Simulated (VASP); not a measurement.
# FeGe (P2_13) in VASP: electric field gradients with PBE

Aim: the electric field gradients of FeGe with PBE.

Program: VASP 6.6.1. These are calculated values, not measurements. Logs are shortened: lines on timing, memory, paths and dates and some standing lists are left out, and cuts for length are marked.

## (1) The cell of the first run

Symmetry: P2_13, No. 198, cubic system. Conventional cell: a = 4.689 Å, b = 4.689 Å, c = 4.689 Å, α = 90.00°, β = 90.00°, γ = 90.00°. Within 3.1 Å of Fe (site symmetry 3) lie 7 Ge at 2.38 to 2.64 Å and 6 Fe at 2.87 Å. Ge (site symmetry 3) has 7 Fe at 2.38 to 2.64 Å and 6 Ge at 2.90 Å within 3.1 Å.

## (2) Electric field gradients, PBE, collinear spin, ferromagnetic start

Input file INCAR:

```
SYSTEM = FeGe
  ALGO = Normal
  EDIFF = 1E-8
  ENCUT = 520
  GGA = PE
  ISIF = 2
  ISMEAR = -1
  ISPIN = 2
  LASPH = .True.
  LCHARG = .False.
  LEFG = .True.
  LMAXMIX = 4
  LORBIT = 11
  LREAL = .False.
  LWAVE = .False.
  MAGMOM = 3 3 3 3 0 0 0 0
  NBANDS = 58
  NELM = 150
  PREC = Accurate
  SIGMA = 0.05
```

Input file KPOINTS:

```
k-points
0
Gamma
  7 7 7
  0 0 0
```

Input file POSCAR:

```
FeGe
1.0
    4.6890000000      0.0000000000      0.0000000000
    0.0000000000      4.6890000000      0.0000000000
    0.0000000000      0.0000000000      4.6890000000
Fe Ge
4 4
Direct
    0.1350000000      0.1350000000      0.1350000000
    0.3650000000      0.8650000000      0.6350000000
    0.6350000000      0.3650000000      0.8650000000
    0.8650000000      0.6350000000      0.3650000000
    0.8420000000      0.8420000000      0.8420000000
    0.6580000000      0.1580000000      0.3420000000
    0.3420000000      0.6580000000      0.1580000000
    0.1580000000      0.3420000000      0.6580000000
```

Potentials or basis: VASP PAW PBE potentials, release 64 (Fe, Ge_d).

Command:

```
cat potpaw_PBE.64/Fe/POTCAR potpaw_PBE.64/Ge_d/POTCAR > POTCAR
mpirun -np 1 vasp_std > vasp.out
```

OUTCAR:

```text
SYSTEM = FeGe
   EDIFF = 1E-8
   ENCUT = 520
   GGA = PE
   ISIF = 2
   ISMEAR = -1
   ISPIN = 2
   LASPH = .True.
   LORBIT = 11
   LREAL = .False.
   NELM = 150
   PREC = Accurate

 ion  position               nearest neighbor table
   1  0.135  0.135  0.135-   5 2.38   8 2.44   7 2.44   6 2.44   7 2.64   8 2.64   6 2.64   2 2.87
                             4 2.87   2 2.87   4 2.87   3 2.87   3 2.87
   2  0.365  0.865  0.635-   6 2.38   7 2.44   5 2.44   8 2.44   7 2.64   8 2.64   5 2.64   1 2.87
                             3 2.87   1 2.87   3 2.87   4 2.87   4 2.87
   3  0.635  0.365  0.865-   7 2.38   6 2.44   5 2.44   8 2.44   8 2.64   6 2.64   5 2.64   4 2.87
                             2 2.87   2 2.87   4 2.87   1 2.87   1 2.87
   4  0.865  0.635  0.365-   8 2.38   5 2.44   7 2.44   6 2.44   6 2.64   5 2.64   7 2.64   3 2.87
                             1 2.87   1 2.87   3 2.87   2 2.87   2 2.87
   5  0.842  0.842  0.842-   1 2.38   4 2.44   3 2.44   2 2.44   3 2.64   4 2.64   2 2.64   6 2.90
                             7 2.90   8 2.90   6 2.90   8 2.90   7 2.90
   6  0.658  0.158  0.342-   2 2.38   3 2.44   1 2.44   4 2.44   3 2.64   4 2.64   1 2.64   8 2.90
                             5 2.90   5 2.90   7 2.90   7 2.90   8 2.90
   7  0.342  0.658  0.158-   3 2.38   2 2.44   1 2.44   4 2.44   4 2.64   2 2.64   1 2.64   8 2.90
                             5 2.90   8 2.90   6 2.90   6 2.90   5 2.90
   8  0.158  0.342  0.658-   4 2.38   1 2.44   3 2.44   2 2.44   2 2.64   1 2.64   3 2.64   7 2.90
                             5 2.90   7 2.90   5 2.90   6 2.90   6 2.90

  LATTYP: Found a simple cubic cell.
 ALAT       =     4.6890000000

  Lattice vectors:

 A1 = (   4.6890000000,   0.0000000000,   0.0000000000)
 A2 = (   0.0000000000,   4.6890000000,   0.0000000000)
 A3 = (   0.0000000000,   0.0000000000,   4.6890000000)

Analysis of symmetry for initial positions (statically):
=====================================================================
 Subroutine PRICEL returns:
 Original cell was already a primitive cell.

 Routine SETGRP: Setting up the symmetry group for a
 simple cubic supercell.

 Subroutine GETGRP returns: Found 12 space group operations
 (whereof  3 operations were pure point group operations)
 out of a pool of 48 trial point group operations.

The static configuration has the point symmetry C_3 .
 The point group associated with its full space group is T   .

Analysis of symmetry for dynamics (positions and initial velocities):
=====================================================================
 Subroutine PRICEL returns:
 Original cell was already a primitive cell.

 Routine SETGRP: Setting up the symmetry group for a
 simple cubic supercell.

 Subroutine GETGRP returns: Found 12 space group operations
 (whereof  3 operations were pure point group operations)
 out of a pool of 48 trial point group operations.

The dynamic configuration has the point symmetry C_3 .
 The point group associated with its full space group is T   .

Analysis of structural, dynamic, and magnetic symmetry:
=====================================================================
 Subroutine PRICEL returns:
 Original cell was already a primitive cell.

 Routine SETGRP: Setting up the symmetry group for a
 simple cubic supercell.

 Subroutine GETGRP returns: Found 12 space group operations
 (whereof  3 operations were pure point group operations)
 out of a pool of 48 trial point group operations.

The overall configuration has the point symmetry C_3 .
 The point group associated with its full space group is T   .

 Subroutine INISYM returns: Found 12 space group operations
 (whereof  3 operations are pure point group operations),
 and found     1 'primitive' translations

----------------------------------------------------------------------------------------

                                     Primitive cell

  volume of cell :     103.0957

  direct lattice vectors                    reciprocal lattice vectors
[... 144 lines left out ...]
  free energy    TOTEN  =       -51.83030127 eV

  energy without entropy =      -51.77104190  energy(sigma->0) =      -51.80067158

 E-fermi :   8.0213     XC(G=0): -12.8768

 val. band max:        8.0190605063   @ k =   0.4286   0.0000   0.0000
 cond. band min:       8.0233411774   @ k =   0.1429   0.0000   0.0000
 fundamental gap:      0.0042806711
 Fermi energy:         8.0212816006

 spin component 1

 k-point     1 :       0.0000    0.0000    0.0000
  band No.  band energies     occupation
      1     -16.6529      1.00000
      2     -16.6529      1.00000
      3     -16.6529      1.00000
      4     -16.6164      1.00000
      5     -16.6164      1.00000
      6     -16.6164      1.00000
[... 1405 lines left out ...]
     55      13.5269      0.00000
     56      13.8608      0.00000
 Fermi energy:         8.0212816006

 spin component 2

 k-point     1 :       0.0000    0.0000    0.0000
  band No.  band energies     occupation
      1     -16.6707      1.00000
      2     -16.6707      1.00000
      3     -16.6707      1.00000
      4     -16.6333      1.00000
      5     -16.6333      1.00000
      6     -16.6333      1.00000
[... 1405 lines left out ...]
     55      13.7118      0.00000
     56      13.9325      0.00000
 [bands above 56 left out]

------------------------ aborting loop because EDIFF is reached ----------------------------------------

  FORCE on cell =-STRESS in cart. coord.  units (eV):
  Direction    XX          YY          ZZ          XY          YZ          ZX
  --------------------------------------------------------------------------------------
  -------------------------------------------------------------------------------------
  Total       -1.5904712     -1.5904712     -1.5904712      0.0000000      0.0000000      0.0000000
  in kB      -24.7169964    -24.7169964    -24.7169964      0.0000000      0.0000000      0.0000000
  external PRESSURE =     -24.7169964 kB  Pullay stress =       0.0000000 kB

 VOLUME and BASIS-vectors are now :
 -----------------------------------------------------------------------------
  energy-cutoff  :      520.00
  volume of cell :      103.10
      direct lattice vectors                 reciprocal lattice vectors
     4.689000000  0.000000000  0.000000000     0.213265089  0.000000000  0.000000000
     0.000000000  4.689000000  0.000000000     0.000000000  0.213265089  0.000000000
     0.000000000  0.000000000  4.689000000     0.000000000  0.000000000  0.213265089

 POSITION                                       TOTAL-FORCE (eV/Angst)
 -----------------------------------------------------------------------------------
      0.63301      0.63301      0.63301        -0.032940     -0.032940     -0.032940
      1.71149      4.05599      2.97751         0.032940      0.032940     -0.032940
      2.97751      1.71149      4.05599        -0.032940      0.032940      0.032940
      4.05599      2.97751      1.71149         0.032940     -0.032940      0.032940
      3.94814      3.94814      3.94814        -0.026213     -0.026213     -0.026213
      3.08536      0.74086      1.60364         0.026213      0.026213     -0.026213
      1.60364      3.08536      0.74086        -0.026213      0.026213      0.026213
      0.74086      1.60364      3.08536         0.026213     -0.026213      0.026213
 -----------------------------------------------------------------------------------
    total drift:                               -0.000000      0.000000     -0.000000

  FREE ENERGIE OF THE ION-ELECTRON SYSTEM (eV)
  ---------------------------------------------------
  free  energy   TOTEN  =       -51.8303012671 eV

  energy  without entropy=      -51.7710419014  energy(sigma->0) =      -51.80067158

 Electric field gradients (V/A^2)
---------------------------------------------------------------------
 ion       V_xx      V_yy      V_zz      V_xy      V_xz      V_yz
---------------------------------------------------------------------
   1      -0.000     0.000    -0.000    -5.081    -5.081    -5.081
   2      -0.000     0.000    -0.000    -5.081     5.081     5.081
   3       0.000     0.000    -0.000     5.081     5.081    -5.081
   4      -0.000     0.000    -0.000     5.081    -5.081     5.081
   5      -0.000     0.000     0.000   -39.605   -39.605   -39.605
   6      -0.000     0.000     0.000   -39.605    39.605    39.605
   7      -0.000     0.000     0.000    39.605    39.605   -39.605
   8       0.000    -0.000    -0.000    39.605   -39.605    39.605
---------------------------------------------------------------------

 Electric field gradients after diagonalization (V/A^2)
 (convention: |V_zz| > |V_xx| > |V_yy|)
----------------------------------------------------------------------
 ion       V_xx      V_yy      V_zz     asymmetry (V_yy - V_xx)/ V_zz
----------------------------------------------------------------------
   1       5.081     5.081   -10.161       0.000
   2       5.081     5.081   -10.161       0.000
   3       5.081     5.081   -10.161       0.000
   4       5.081     5.081   -10.161       0.000
   5      39.605    39.605   -79.209       0.000
   6      39.605    39.605   -79.209       0.000
   7      39.605    39.605   -79.209       0.000
   8      39.605    39.605   -79.209       0.000
----------------------------------------------------------------------

           NMR quadrupolar parameters

 Cq : quadrupolar parameter    Cq=e*Q*V_zz/h
 eta: asymmetry parameters     (V_yy - V_xx)/ V_zz
 Q  : nuclear electric quadrupole moment in mb (millibarn)
----------------------------------------------------------------------
 ion       Cq(MHz)       eta       Q (mb)
----------------------------------------------------------------------
   1      -0.025       0.000       1.000
   2      -0.025       0.000       1.000
   3      -0.025       0.000       1.000
   4      -0.025       0.000       1.000
   5      -0.192       0.000       1.000
   6      -0.192       0.000       1.000
   7      -0.192       0.000       1.000
   8      -0.192       0.000       1.000
----------------------------------------------------------------------

 total charge

# of ion       s       p       d       tot
------------------------------------------
    1        0.374   0.490   6.450   7.313
    2        0.374   0.490   6.450   7.313
    3        0.374   0.490   6.450   7.313
    4        0.374   0.490   6.450   7.313
    5        1.116   1.229  10.113  12.458
    6        1.116   1.229  10.113  12.458
    7        1.116   1.229  10.113  12.458
    8        1.116   1.229  10.113  12.458
--------------------------------------------------
tot          5.960   6.874  66.252  79.086

 magnetization (x)

# of ion       s       p       d       tot
------------------------------------------
    1       -0.000  -0.005   1.191   1.185
    2       -0.000  -0.005   1.191   1.185
    3       -0.000  -0.005   1.191   1.185
    4       -0.000  -0.005   1.191   1.185
    5       -0.012  -0.064  -0.006  -0.082
    6       -0.012  -0.064  -0.006  -0.082
    7       -0.012  -0.064  -0.006  -0.082
    8       -0.012  -0.064  -0.006  -0.082
--------------------------------------------------
tot         -0.048  -0.278   4.742   4.415
```

It took 7.7 min on 1 thread of Oxide Virtual Turin-like, shared host; peak memory 0.34 GiB.

What came out:

```yaml
Free_energy: -51.8303 eV
Pressure: -2.5 GPa
Largest_force: 0.057 eV/Å
Net_moment: 4.26 μB per cell
Site_moments: Fe +1.19; Ge -0.08 μB
Largest_electric_field_gradient_by_atom: Fe -10.2; Ge -79.2 V/Å²
Valence_electrons_inside_the_program's_atomic_spheres: Fe 7.31; Ge 12.46
```

Forces on the atoms (eV/Å):
```
Fe  -0.033 -0.033 -0.033
Fe   0.033  0.033 -0.033
Fe  -0.033  0.033  0.033
Fe   0.033 -0.033  0.033
Ge  -0.026 -0.026 -0.026
Ge   0.026  0.026 -0.026
Ge  -0.026  0.026  0.026
Ge   0.026 -0.026  0.026
```

Electric field gradients, principal values (V/Å²):
```tsv
atom	least	middle	greatest (by size)
1 Fe	5.081	5.081	-10.161
2 Fe	5.081	5.081	-10.161
3 Fe	5.081	5.081	-10.161
4 Fe	5.081	5.081	-10.161
5 Ge	39.605	39.605	-79.209
6 Ge	39.605	39.605	-79.209
7 Ge	39.605	39.605	-79.209
8 Ge	39.605	39.605	-79.209
```

Caveat: without QUAD_EFG the Cq values of the log hold for a quadrupole moment of 1 mb, not for the nuclei.
